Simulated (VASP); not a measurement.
A run of VASP 6.6.1:

INCAR

```
PREC = Accurate
ENCUT = 520
EDIFF = 1E-6
ISMEAR = 0
SIGMA = 0.15
LREAL = False
LASPH = True
NELM = 80
ALGO = Normal
ISIF = 2
LWAVE = False
LCHARG = False
GGA = PE
NBANDS = 15
```

KPOINTS

```
Automatic mesh
0
Gamma
  18 18 18
```

POSCAR

```
TiC
1.0
    0.0000000000      2.1640000000      2.1640000000
    2.1640000000      0.0000000000      2.1640000000
    2.1640000000      2.1640000000      0.0000000000
Ti C
1 1
Direct
   -0.0086645102     -0.0086645102      0.0086645102
    0.5000000000      0.5000000000      0.5000000000
```

Potentials or basis: VASP PAW PBE potentials, release 64 (Ti_sv, C).

Launch:

```sh
$ cat potpaw_PBE.64/Ti_sv/POTCAR potpaw_PBE.64/C/POTCAR > POTCAR
$ mpirun -np 1 vasp_std > vasp.out
```

Hardware: 1 thread of AMD EPYC 9R45 (Zen 5) (shared host).

How long does it take, and how much memory?

Wall time 86 s on 1 thread of AMD EPYC 9R45 (Zen 5) (shared host), peak memory 0.23 GiB. Counts: scf iterations 14, k points 480.
